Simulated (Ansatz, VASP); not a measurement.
MgO: VASP beside Ansatz

The input INCAR:

```
PREC     = Accurate       # precision mode
ENCUT    = 520            # plane-wave cutoff, eV
EDIFF    = 1E-8           # SCF threshold, eV
ISMEAR   = -1             # smearing method
SIGMA    = 0.08           # smearing width, eV
LREAL    = F              # projectors in reciprocal space
LASPH    = T              # aspherical terms in the spheres
NELM     = 100            # most SCF steps
ALGO     = Normal         # electronic algorithm
ISIF     = 2              # what is computed and relaxed
LWAVE    = F              # write WAVECAR
LCHARG   = F              # write CHGCAR
GGA      = PE             # functional
LEFG     = T            
NBANDS   = 11             # bands
```

File KPOINTS:

```
Automatic mesh
0
Gamma
  13 13 13
```

Contents of POSCAR:

```
MgO
1.0
    0.0000000000      2.3511193090      2.3511193090
    2.3511193090      0.0000000000      2.3511193090
    2.3511193090      2.3511193090      0.0000000000
Mg O
1 1
Direct
    0.0000000000      0.0000000000      0.0000000000
    0.2500000000      0.2500000000      0.2500000000
```

Input for Ansatz:

```yaml
crystal:
  lattice:
    - [0.0, 2.351119309, 2.351119309]
    - [2.351119309, 0.0, 2.351119309]
    - [2.351119309, 2.351119309, 0.0]
  atoms:
    - { symbol: Mg, position: [0.0, 0.0, 0.0] }
    - { symbol: O, position: [0.25, 0.25, 0.25] }
kpoints:
  mp_grid: { grid: [13, 13, 13] }
scf:
  occupations: { method: fermi_dirac, width: 0.08 }
hamiltonian:
  xc: pbe
  pseudopotentials: { kind: all_electron, datasets: crystal }
output:
  forces: true
  stress: true
  eigenvalues: true
  efg: { contact_densities: true }
```

Change from the starting cell: volume scaled by 1.06, crystal datasets.

Alike in both runs: task electric field gradients; functional PBE; k mesh 13 × 13 × 13; occupations fermi-dirac, width 0.08 eV; no spin polarisation.

```csv
,VASP,Ansatz
version,VASP 6.6.1,Ansatz 0.2.0
potentials or method,"VASP PAW PBE potentials, release 64 (Mg, O), cutoff 520 eV","all-electron PAW with datasets made for the crystal, scalar-relativistic"
```

|  | VASP | Ansatz | Ansatz less VASP |
| --- | --- | --- | --- |
| gap on the k mesh at the Fermi level (eV) | 3.16 | 3.16 | +0.009 |
| pressure (GPa) | -6.3 | -5.8 | +0.44 |

Ansatz ran all-electron here, and VASP with PAW potentials.
